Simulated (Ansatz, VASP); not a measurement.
Two plane-wave programs on HfB

File INCAR:

```
SYSTEM = HfB
PREC = Accurate
ENCUT = 520
EDIFF = 1E-8
ISMEAR = -1
SIGMA = 0.05
LREAL = .False.
LASPH = .True.
NELM = 60
ALGO = Normal
ISIF = 2
LWAVE = .False.
LCHARG = .False.
LEFG = .True.
NBANDS = 14
```

Contents of KPOINTS:

```
Automatic mesh
0
Gamma
  15 15 15
  0 0 0
```

Contents of POSCAR:

```
HfB
1.0
    0.0000000000      2.3252984591      2.3252984591
    2.3252984591      0.0000000000      2.3252984591
    2.3252984591      2.3252984591      0.0000000000
Hf B
1 1
Direct
    0.5000000000      0.5000000000      0.5000000000
    0.0000000000      0.0000000000      0.0000000000
```

Input for Ansatz:

```yaml
crystal:
  lattice:
    - [0.0, 2.3252984591, 2.3252984591]
    - [2.3252984591, 0.0, 2.3252984591]
    - [2.3252984591, 2.3252984591, 0.0]
  atoms:
    - { symbol: Hf, position: [0.5, 0.5, 0.5] }
    - { symbol: B, position: [0.0, 0.0, 0.0] }
kpoints:
  mp_grid: { grid: [15, 15, 15] }
scf:
  occupations: { method: fermi_dirac, width: 0.05 }
hamiltonian:
  xc: lda
  pseudopotentials: { kind: paw }
output:
  forces: true
  stress: true
  eigenvalues: true
  efg: { contact_densities: true }
```

Change from the starting cell: volume scaled by 1.02, PAW files.

Alike in both runs: task electric field gradients; functional LDA; k mesh 15 × 15 × 15; occupations fermi-dirac, width 0.05 eV; no spin polarisation.

|  | VASP | Ansatz |
| --- | --- | --- |
| version | VASP 6.6.1 | Ansatz 0.2.0 |
| potentials or method | VASP PAW LDA potentials, release 64 (Hf_pv, B) | PAW with Ansatz's default frozen-core files, scalar-relativistic |
| plane-wave cutoff (eV) | 520 | 420 |
| valence electrons in the cell | 13 | 29 |

```csv
,VASP,Ansatz,Ansatz less VASP
pressure (GPa),14.9,13.3,-1.60
```

LDA's correlation is that of Perdew and Zunger in VASP and of Perdew and Wang (1992) in Ansatz. VASP's potentials hold 13 valence electrons a cell and Ansatz's 29, so a difference there can come from the potentials and not from the codes.

Neither program's run includes spin-orbit coupling.
